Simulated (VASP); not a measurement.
Write the native input for VASP 6.6.1 that does the following.

```yaml
Task: relaxation of cell and atoms
Functional: PBE
Potentials_or_basis: VASP PAW PBE potentials, release 64 (Bi_d)
Cutoff: 600 eV
k_mesh: 22 × 22 × 22
Occupations: gaussian, width 0.1 eV
Spin: no spin polarisation
Dipole_correction: no
Further_INCAR_settings: ALGO = Fast; EDIFF = 1e-06; IBRION = 2; EDIFFG = -0.01; NSW = 100; ISIF = 3
```

The structure of Bi lies in POSCAR:

```
Bi
1.0
   -1.7142275819      1.7142275819      2.6801493705
    1.7142275819     -1.7142275819      2.6801493705
    1.7142275819      1.7142275819     -2.6801493705
Bi
1
Direct
    0.0000000000      0.0000000000      0.0000000000
```

These files were run (other wordings do the same):

INCAR

```
PREC = Accurate
ENCUT = 600
EDIFF = 1E-6
ISMEAR = 0
SIGMA = 0.1
LREAL = F
LASPH = T
NELM = 60
ALGO = Fast
ISIF = 3
LWAVE = F
LCHARG = F
GGA = PE
IBRION = 2
NSW = 100
EDIFFG = -0.01
```

KPOINTS

```
regular mesh
0
Gamma
  22 22 22
```

Potentials or basis: VASP PAW PBE potentials, release 64 (Bi_d).

Run with:

```console
$ cat potpaw_PBE.64/Bi_d/POTCAR > POTCAR
$ mpirun -np 1 vasp_std > vasp.out
```

It gave:

```json
{
  "Relaxed volume": "31.92 Å³/atom",
  "Relaxed cell": "a = 3.656 Å, b = 3.656 Å, c = 3.656 Å, α = 124.45°, β = 124.45°, γ = 82.46°",
  "Space group after relaxing (to 0.05 Å)": "I4/mmm (No. 139)",
  "Energy gained by relaxing": "1.8 meV/atom",
  "Ionic steps": "14",
  "Pressure after relaxing": "0.0 GPa"
}
```

It took 60 min on 1 thread of Intel(R) Xeon(R) Platinum 8259CL CPU @ 2.50GHz (Skylake/Cascade Lake), with other jobs on the host, peak memory 0.5 GiB.
